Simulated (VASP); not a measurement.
Crystal: Mo.

```
Mo
1.0
    -1.58381    1.58381    1.58381
     1.58381   -1.58381    1.58381
     1.58381    1.58381   -1.58381
Mo
1
Direct
  0.00000 0.00000 0.00000
```

| Property | Result |
| --- | --- |
| Program | VASP 6.6.1 |
| Task | relaxation of cell and atoms |
| Functional | PBEsol |
| Dispersion | D4 |
| Potentials or basis | VASP PAW PBE potentials, release 64 (Mo_sv) |
| Cutoff | 600 eV |
| k mesh | 12 × 12 × 12 |
| Occupations | fermi-dirac, width 0.05 eV |
| Spin | no spin polarisation |

At the start: pressure -12.5 GPa; volume 15.89 Å³/atom.

How do energy, volume and symmetry change on relaxing?

Over 4 steps the energy falls by 29.7 meV/atom and the volume is 15.17 Å³/atom (-4.6 %); space group Im-3m (No. 229, to 0.05 Å).

Step by step:
| step | energy change (eV) | largest force (eV/Å) | pressure (GPa) | volume (Å³) |
| --- | --- | --- | --- | --- |
| 1 | 0.0000 | 0.0000 | -12.47 | 15.89 |
| 2 | 0.2602 | 0.0000 | 53.48 | 13.21 |
| 3 | -0.0296 | 0.0000 | -0.85 | 15.20 |
| 4 | -0.0297 | 0.0000 | -0.12 | 15.17 |

Final structure:
```
CELL_PARAMETERS angstrom
-1.55934 1.55934 1.55934
1.55934 -1.55934 1.55934
1.55934 1.55934 -1.55934
ATOMIC_POSITIONS crystal
Mo 0.00000 0.00000 0.00000
```

Caveat: the PAW data sets were made with another functional, which shifts forces and pressure a little; pairwise dispersion overbinds metals, which lowers pressure and volume.
